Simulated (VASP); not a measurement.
Set up this calculation in VASP 6.6.1, as the native input.

```
Task                   : single point
Functional             : PBE
Potentials or basis    : VASP PAW PBE potentials, release 64 (Cu, N)
Cutoff                 : 600 eV
k mesh                 : 10 × 10 × 10
Occupations            : gaussian, width 0.01 eV
Spin                   : no spin polarisation
Dipole correction      : no
Further INCAR settings : ALGO = Normal; EDIFF = 1e-06; NBANDS = 27
```

The structure of Cu3N lies in POSCAR:

```
Cu3N
1.0
    3.7887383448      0.0000000000      0.0000000000
    0.0000000000      3.7887383448      0.0000000000
    0.0000000000      0.0000000000      3.7887383448
Cu N
3 1
Direct
    0.5000000000      0.0000000000      0.0000000000
    0.0000000000      0.5000000000      0.0000000000
    0.0000000000      0.0000000000      0.5000000000
    0.0000000000      0.0000000000      0.0000000000
```

One way to write it, as run:

INCAR

```
PREC     = Accurate       # precision mode
ENCUT    = 600            # plane-wave cutoff, eV
EDIFF    = 1E-6           # SCF threshold, eV
ISMEAR   = 0              # smearing method
SIGMA    = 0.01           # smearing width, eV
LREAL    = F              # projectors in reciprocal space
LASPH    = T              # aspherical terms in the spheres
NELM     = 120            # most SCF steps
ALGO     = Normal         # electronic algorithm
ISIF     = 2              # what is computed and relaxed
LWAVE    = F              # write WAVECAR
LCHARG   = T              # write CHGCAR
GGA      = PE             # functional
LELF     = T              # ELF
LVHAR    = T            
NBANDS   = 27             # bands
GGA_COMPAT= F
```

KPOINTS

```
regular mesh
0
Gamma
  10 10 10
```

Potentials or basis: VASP PAW PBE potentials, release 64 (Cu, N).

Launch:

```console
$ cat potpaw_PBE.64/Cu/POTCAR potpaw_PBE.64/N/POTCAR > POTCAR
$ mpirun -np 1 vasp_std > vasp.out
```

Results of the run:

```json
{"Pressure": "4.6 GPa", "Band gap on the k mesh": "0.15 eV (least direct gap 0.69 eV)"}
```

Caveat: the cell stands under pressure.

It took 55 s on 1 thread of AMD EPYC 9R45 96-Core Processor (Zen 5), with other jobs on the host, peak memory 0.19 GiB.
